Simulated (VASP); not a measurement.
The system is Si4Mo.

```xyz
5
Lattice="2.7864 -3.6773 0.0000 2.7864 3.6773 0.0000 -2.4786 0.0000 3.8774" Properties=species:S:1:pos:R:3 pbc="T T T"
Si    0.0000    0.0000    0.0000
Si    1.5471    1.7307    1.9387
Si    1.5471   -1.7307    1.9387
Si    2.7864    0.0000    0.0000
Mo   -1.2393    0.0000    1.9387
```

The cell was generated, and may not be a known phase.

* Program: VASP 6.6.1
* Task: relaxation of cell and atoms
* Functional: PBE
* Potentials or basis: VASP PAW PBE potentials, release 64 (Si, Mo_sv)
* Cutoff: 600 eV
* k mesh: 4 × 4 × 4
* Occupations: gaussian, width 0.2 eV
* Spin: no spin polarisation

At the start: pressure 32.0 GPa; volume 15.89 Å³/atom.

**Question.** How do energy, volume and symmetry change on relaxing?

**Answer.** Over 15 steps the energy falls by 1250.7 meV/atom and the volume is 16.35 Å³/atom (+2.9 %); space group C2/m (No. 12, to 0.1 Å) before, Fmmm (No. 69, to 0.1 Å).

The path:
| step | energy change (eV) | largest force (eV/Å) | pressure (GPa) | volume (Å³) |
| --- | --- | --- | --- | --- |
| 1 | 0.0000 | 11.3952 | 32.04 | 79.46 |
| 2 | -2.7469 | 0.4675 | -12.97 | 118.40 |
| 3 | -4.5398 | 0.5057 | -8.33 | 96.21 |
| 4 | -4.6098 | 0.6855 | -7.25 | 94.76 |
| 5 | -4.6587 | 1.3816 | -3.56 | 91.12 |
| 6 | -4.6682 | 1.1665 | -4.63 | 92.04 |
| 7 | -5.4499 | 1.1667 | -4.21 | 87.06 |
| 8 | -5.0946 | 0.5514 | 26.83 | 71.30 |
| 9 | -6.0505 | 1.0670 | 0.12 | 81.61 |
| 10 | -6.1298 | 0.6219 | 6.71 | 77.79 |
| 11 | -6.1475 | 0.7709 | 4.65 | 78.81 |
| 12 | -6.2354 | 0.1480 | -1.35 | 82.83 |
| 13 | -6.2445 | 0.0536 | -0.05 | 81.79 |
| 14 | -6.2445 | 0.0419 | -0.13 | 81.85 |
| 15 | -6.2537 | 0.0053 | -0.12 | 81.75 |

Final structure:
```
CELL_PARAMETERS angstrom
2.36921 -3.98516 -0.09659
2.36921 3.98516 -0.09659
-2.21979 0.00000 4.41996
ATOMIC_POSITIONS crystal
Si 0.00000 0.00000 0.00000
Si 0.32974 0.67026 0.50000
Si 0.67026 0.32974 0.50000
Si 0.50000 0.50000 0.00000
Mo 0.00000 0.00000 0.50000
```

Caveat: the k points lie up to 0.43 Å⁻¹ apart in the final cell, too coarse for converged energies and pressures of a metal.
